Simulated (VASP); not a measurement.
# AlN (F-43m) in VASP: notebook

AlN is run at these levels: LDA; tasks: single point.

All numbers are computed with VASP 6.6.1; they aren't measurements. Logs are shortened: lines on timing, memory, paths and dates and some standing lists are left out, and cuts for length are marked.

**1. The cell of the first run**

The structure is cubic, space group F-43m (No. 216). The conventional cell has a = 4.316 Å, b = 4.316 Å, c = 4.316 Å, α = 90.00°, β = 90.00°, γ = 90.00°. Al (site symmetry -43m) has 4 N at 1.87 Å within 2.5 Å. Within 2.5 Å of N (site symmetry -43m) lie 4 Al at 1.87 Å.

**2. Single point, LDA**

INCAR reads:

```
  PREC = Accurate
  ENCUT = 520
  EDIFF = 1E-6
  ISMEAR = 0
  SIGMA = 0.01
  LREAL = F
  LASPH = T
  NELM = 80
  ALGO = Normal
  ISIF = 2
  LWAVE = F
  LCHARG = F
  NBANDS = 11
```

KPOINTS reads:

```
regular mesh
0
Gamma
  10 10 10
```

POSCAR reads:

```
AlN
1.0
    2.1578910866      2.1578910866      0.0000000000
   -2.1578910866      2.1578910866      0.0000000000
    0.0000000000      2.1578910866      2.1578910866
Al N
1 1
Direct
    0.0000000000      0.0000000000      0.0000000000
    0.2500000000      0.7500000000      0.5000000000
```

Potentials or basis: VASP PAW LDA potentials, release 64 (Al, N).

Started as:

```bash
cat potpaw_LDA.64/Al/POTCAR potpaw_LDA.64/N/POTCAR > POTCAR
mpirun -np 1 vasp_std > vasp.out
```

OUTCAR:

```text
PREC = Accurate
   ENCUT = 520
   EDIFF = 1E-6
   ISMEAR = 0
   LREAL = F
   LASPH = T
   NELM = 80
   ISIF = 2

 ion  position               nearest neighbor table
   1  0.000  0.000  0.000-   2 1.87   2 1.87   2 1.87   2 1.87
   2  0.250  0.750  0.500-   1 1.87   1 1.87   1 1.87   1 1.87

  LATTYP: Found a face centered cubic cell.
 ALAT       =     4.3157821732

  Lattice vectors:

 A1 = (   0.0000000000,   2.1578910866,   2.1578910866)
 A2 = (   2.1578910866,   0.0000000000,   2.1578910866)
 A3 = (   2.1578910866,   2.1578910866,   0.0000000000)

Analysis of symmetry for initial positions (statically):
=====================================================================
 Subroutine PRICEL returns:
 Original cell was already a primitive cell.

 Routine SETGRP: Setting up the symmetry group for a
 face centered cubic supercell.

 Subroutine GETGRP returns: Found 24 space group operations
 (whereof 24 operations were pure point group operations)
 out of a pool of 48 trial point group operations.

The static configuration has the point symmetry T_d .

Analysis of symmetry for dynamics (positions and initial velocities):
=====================================================================
 Subroutine PRICEL returns:
 Original cell was already a primitive cell.

 Routine SETGRP: Setting up the symmetry group for a
 face centered cubic supercell.

 Subroutine GETGRP returns: Found 24 space group operations
 (whereof 24 operations were pure point group operations)
 out of a pool of 48 trial point group operations.

The dynamic configuration has the point symmetry T_d .

 Subroutine INISYM returns: Found 24 space group operations
 (whereof 24 operations are pure point group operations),
 and found     1 'primitive' translations

----------------------------------------------------------------------------------------

                                     Primitive cell

  volume of cell :      20.0964

  direct lattice vectors                    reciprocal lattice vectors
     2.157891087  2.157891087  0.000000000     0.231707709  0.231707709 -0.231707709
    -2.157891087  2.157891087  0.000000000    -0.231707709  0.231707709 -0.231707709
     0.000000000  2.157891087  2.157891087     0.000000000  0.000000000  0.463415418

  length of vectors
     3.051718841  3.051718841  3.051718841     0.401329525  0.401329525  0.463415418

  position of ions in fractional coordinates (direct lattice)
     0.000000000  0.000000000  0.000000000
     0.250000000  0.750000000  0.500000000

  ion indices of the primitive-cell ions
   primitive index   ion index
                 1           1
                 2           2

----------------------------------------------------------------------------------------

 KPOINTS: regular mesh

Automatic generation of k-mesh.
 Grid dimensions read from file:
 generate k-points for:   10   10   10

 Generating k-lattice:

  Cartesian coordinates                     Fractional coordinates (reciprocal lattice)
     0.023170771  0.023170771 -0.023170771     0.100000000  0.000000000  0.000000000
    -0.023170771  0.023170771 -0.023170771     0.000000000  0.100000000  0.000000000
     0.000000000  0.000000000  0.046341542     0.000000000  0.000000000  0.100000000

  Length of vectors
     0.040132952  0.040132952  0.046341542

  Shift w.r.t. Gamma in fractional coordinates (k-lattice)
     0.000000000  0.000000000  0.000000000

 Subroutine IBZKPT returns following result:
 ===========================================

 Found     47 irreducible k-points:

 Following reciprocal coordinates:
            Coordinates               Weight
  0.000000  0.000000  0.000000      1.000000
  0.100000  0.000000  0.000000      8.000000
  0.200000  0.000000  0.000000      8.000000
  0.300000  0.000000  0.000000      8.000000
  0.400000  0.000000  0.000000      8.000000
  0.500000  0.000000  0.000000      4.000000
[... 16 lines left out ...]
  0.300000  0.300000  0.000000     12.000000
  0.400000  0.300000  0.000000     24.000000
 [... further k-points ...]
   k-points           NKPTS =     47   k-points in BZ     NKDIM =     47   number of bands    NBANDS=     11
   number of dos      NEDOS =    301   number of ions     NIONS =      2
   total plane-waves  NPLWV =  13824
   dimension x,y,z NGX =    24 NGY =   24 NGZ =   24
   dimension x,y,z NGXF=    48 NGYF=   48 NGZF=   48
   ions per type =               1   1
   NGX,Y,Z   is equivalent  to a cutoff of  13.07, 13.07, 13.07 a.u.
   NGXF,Y,Z  is equivalent  to a cutoff of  26.15, 26.15, 26.15 a.u.
 SYSTEM =  unknown system
   PREC   = accura    normal or accurate (medium, high low for compatibility)
   ISTART =      0    job   : 0-new  1-cont  2-samecut
   ICHARG =      2    charge: 1-file 2-atom 10-const
   ISPIN  =      1    spin polarized calculation?
   LNONCOLLINEAR =      F non collinear calculations
   LSORBIT =      F    spin-orbit coupling
   LASPH  =      T    aspherical Exc in radial PAW
   ENCUT  =  520.0 eV  38.22 Ry    6.18 a.u.   5.67  5.67  5.67*2*pi/ulx,y,z
   NELM   =     80;   NELMIN=  2; NELMDL= -5     # of ELM steps
   EDIFF  = 0.1E-05   stopping-criterion for ELM
   LREAL  =      F    real-space projection
   EDIFFG = 0.1E-04   stopping-criterion for IOM
   NSW    =      0    number of steps for IOM
   IBRION =     -1    ionic relax: 0-MD 1-quasi-New 2-CG
   NFREE  =      0    steps in history (QN), initial steepest desc. (CG)
   ISIF   =      2    stress and relaxation
   ISYM   =      2    0-nonsym 1-usesym 2-fastsym
   POTIM  = 0.5000    time-step for ionic-motion
   TEBEG  =    0.0;   TEEND  =   0.0 temperature during run
   PSTRESS=    0.0 pullay stress
   NELECT =       8.0000    total number of electrons
   NUPDOWN=      -1.0000    fix difference up-down
   EMIN   =  10.00;   EMAX   =-10.00  energy-range for DOS
   EFERMI =   0.00;   METHOD = LEGACY
   ISMEAR =     0;   SIGMA  =   0.01  broadening in eV -4-tet -1-fermi 0-gaus
   EFERMI_NEDOS =   21; number of points for ismear=-14 and -15
   IALGO  =     38    algorithm
   IMIX   =      4    mixing-type and parameters
     AMIX     =   0.40;   BMIX     =  1.00
     AMIX_MAG =   1.60;   BMIX_MAG =  1.00
  volume/ion in A,a.u.               =      10.05        67.81
  Fermi-wavevector in a.u.,A,eV,Ry     =   1.204292  2.275783 19.732807  1.450320
  Thomas-Fermi vector in A             =   2.340022
   LORBIT       =      0    0 simple, 1 ext, 2 COOP (PROOUT), +10 PAW based schemes
   GGA     = CA    functional components
   LHFCALC =     F    Hartree Fock is set to
   AEXX    =    0.0000 exact exchange contribution
   IVDW    =     0    specifies the selected vdW correction
   LEPSILON=     F    determine dielectric tensor
   LRPA    =     F    only Hartree local field effects (RPA)
 non-spin polarized calculation
 Gauss-broadening in eV      SIGMA  =   0.01
  energy-cutoff  :      520.00
  volume of cell :       20.10
 maximum number of plane-waves:       552
   NGX = 11   NGY = 11   NGZ = 11

 number of electron       7.9999999 magnetization

 Free energy of the ion-electron system (eV)
  ---------------------------------------------------
  ext. energy  EPLUGINS =         0.00000000
  ---------------------------------------------------
  free energy    TOTEN  =       -16.36908067 eV

  energy without entropy =      -16.36908067  energy(sigma->0) =      -16.36908067

 E-fermi :   6.1023     XC(G=0): -11.4243

 val. band max:        6.0545317361   @ k =   0.0000   0.0000   0.0000
 cond. band min:       9.2926007982   @ k =   0.5000   0.5000   0.0000
 fundamental gap:      3.2380690620
 Fermi energy:         6.1022746688

 k-point     1 :       0.0000    0.0000    0.0000
  band No.  band energies     occupation
      1      -8.9822      2.00000
      2       6.0545      2.00000
      3       6.0545      2.00000
      4       6.0545      2.00000
      5      10.6146      0.00000
      6      18.7452      0.00000
      7      18.7452      0.00000
      8      18.7452      0.00000
      9      23.8649      0.00000
     10      23.8649      0.00000
     11      25.3211      0.00000

 k-point     2 :       0.1000    0.0000    0.0000
  band No.  band energies     occupation
      1      -8.8263      2.00000
      2       5.2478      2.00000
      3       6.0019      2.00000
      4       6.0019      2.00000
      5      11.2483      0.00000
      6      18.3624      0.00000
      7      18.8824      0.00000
      8      18.8824      0.00000
      9      22.5845      0.00000
     10      22.5845      0.00000
     11      24.5123      0.00000

 k-point     3 :       0.2000    0.0000    0.0000
  band No.  band energies     occupation
      1      -8.3809      2.00000
      2       3.6109      2.00000
      3       5.8707      2.00000
      4       5.8707      2.00000
      5      12.3370      0.00000
      6      17.5722      0.00000
      7      18.7926      0.00000
      8      18.7926      0.00000
      9      22.0569      0.00000
     10      22.0569      0.00000
     11      23.6566      0.00000

 k-point     4 :       0.3000    0.0000    0.0000
  band No.  band energies     occupation
      1      -7.7268      2.00000
      2       1.8999      2.00000
      3       5.7204      2.00000
      4       5.7204      2.00000
      5      13.1396      0.00000
      6      16.8196      0.00000
      7      18.0898      0.00000
      8      18.0898      0.00000
      9      23.1607      0.00000
     10      23.1607      0.00000
     11      23.5017      0.00000
[... 239 lines left out ...]
 k-point    22 :      -0.2000    0.2000    0.0000
  band No.  band energies     occupation
      1      -8.1832      2.00000
      2       3.8562      2.00000
      3       5.3303      2.00000
      4       5.3303      2.00000
      5      12.3932      0.00000
      6      16.9864      0.00000
      7      18.0148      0.00000
      8      19.7828      0.00000
      9      19.7828      0.00000
     10      25.0963      0.00000
     11      27.7834      0.00000

 k-point    23 :       0.3000    0.3000    0.0000
  band No.  band energies     occupation
      1      -6.4195      2.00000
      2       1.4269      2.00000
      3       2.6906      2.00000
      4       5.1680      2.00000
      5      12.8612      0.00000
      6      16.0594      0.00000
      7      18.4559      0.00000
      8      19.0963      0.00000
      9      23.5185      0.00000
     10      23.6164      0.00000
     11      29.7528      0.00000

 k-point    24 :       0.4000    0.3000    0.0000
  band No.  band energies     occupation
      1      -6.1873      2.00000
      2       1.3495      2.00000
      3       2.6111      2.00000
      4       4.8322      2.00000
      5      11.8445      0.00000
      6      16.3263      0.00000
      7      18.9630      0.00000
      8      19.7339      0.00000
      9      22.0466      0.00000
     10      25.5045      0.00000
     11      30.5744      0.00000

 [... further k-points ...]
[... 5 lines left out ...]
  --------------------------------------------------------------------------------------
  -------------------------------------------------------------------------------------
  Total        0.5894877      0.5894877      0.5894877      0.0000000     -0.0000000      0.0000000
  in kB       46.9966390     46.9966390     46.9966390      0.0000000     -0.0000000      0.0000000
  external PRESSURE =      46.9966390 kB  Pullay stress =       0.0000000 kB

 VOLUME and BASIS-vectors are now :
 -----------------------------------------------------------------------------
  energy-cutoff  :      520.00
  volume of cell :       20.10
      direct lattice vectors                 reciprocal lattice vectors
     2.157891087  2.157891087  0.000000000     0.231707709  0.231707709 -0.231707709
    -2.157891087  2.157891087  0.000000000    -0.231707709  0.231707709 -0.231707709
     0.000000000  2.157891087  2.157891087     0.000000000  0.000000000  0.463415418

 POSITION                                       TOTAL-FORCE (eV/Angst)
 -----------------------------------------------------------------------------------
      0.00000      0.00000      0.00000        -0.000000     -0.000000      0.000000
     -1.07895      3.23684      1.07895         0.000000      0.000000     -0.000000
 -----------------------------------------------------------------------------------
    total drift:                                0.000000      0.000000      0.000000

  FREE ENERGIE OF THE ION-ELECTRON SYSTEM (eV)
  ---------------------------------------------------
  free  energy   TOTEN  =       -16.3690806688 eV

  energy  without entropy=      -16.3690806688  energy(sigma->0) =      -16.36908067
```

Run time: 3.9 s. Hardware: 1 thread of Intel Xeon Platinum 8488C (Sapphire Rapids), shared host; peak memory 0.12 GiB.

Results:

```yaml
Free_energy: -16.3691 eV
Pressure: 4.7 GPa
Band_gap_on_the_k_mesh: 3.24 eV, indirect (least direct gap 4.56 eV)
```

**3. Single point, LDA**

This run uses another cell than the first one, of 9.92 Å³/atom, 0.987 times its volume.

INCAR reads:

```
SYSTEM = AlN
  ALGO = Normal
  EDIFF = 1E-6
  ENCUT = 520
  ISIF = 2
  ISMEAR = 0
  LASPH = .True.
  LCHARG = .False.
  LREAL = .False.
  LWAVE = .False.
  NBANDS = 11
  NELM = 60
  PREC = Accurate
  SIGMA = 0.01
```

KPOINTS reads:

```
k-points
0
Gamma
  10 10 10
  0 0 0
```

POSCAR reads:

```
AlN
1.0
    2.1485821229      2.1485821229      0.0000000000
   -2.1485821229      2.1485821229      0.0000000000
    0.0000000000      2.1485821229      2.1485821229
Al N
1 1
Direct
    0.0000000000      0.0000000000      0.0000000000
    0.2500000000      0.7500000000      0.5000000000
```

Potentials or basis: VASP PAW LDA potentials, release 64 (Al, N).

Started as:

```bash
cat potpaw_LDA.64/Al/POTCAR potpaw_LDA.64/N/POTCAR > POTCAR
mpirun -np 1 vasp_std > vasp.out
```

Wall time 3.9 s (1 thread of Intel Xeon Platinum 8488C (Sapphire Rapids), shared host); peak memory 0.12 GiB.

It converged, with:

```yaml
Free_energy: -16.3589 eV
Pressure: 7.8 GPa
Band_gap_on_the_k_mesh: 3.24 eV, indirect (least direct gap 4.68 eV)
```

Levels at points of the mesh, in eV from the valence-band top:
| k point | band 1 | band 2 | band 3 | band 4 | band 5 | band 6 | band 7 | band 8 |
| --- | --- | --- | --- | --- | --- | --- | --- | --- |
| (0.00, 0.00, 0.00) | -15.12 | 0.00 | 0.00 | 0.00 | 4.68 | 12.82 | 12.82 | 12.82 |
| (0.50, 0.00, 0.00) | -12.84 | -6.12 | -0.49 | -0.49 | 7.72 | 10.10 | 11.27 | 11.27 |
| (0.50, 0.50, 0.00) | -12.13 | -5.11 | -1.84 | -1.84 | 3.24 | 8.71 | 14.43 | 16.10 |
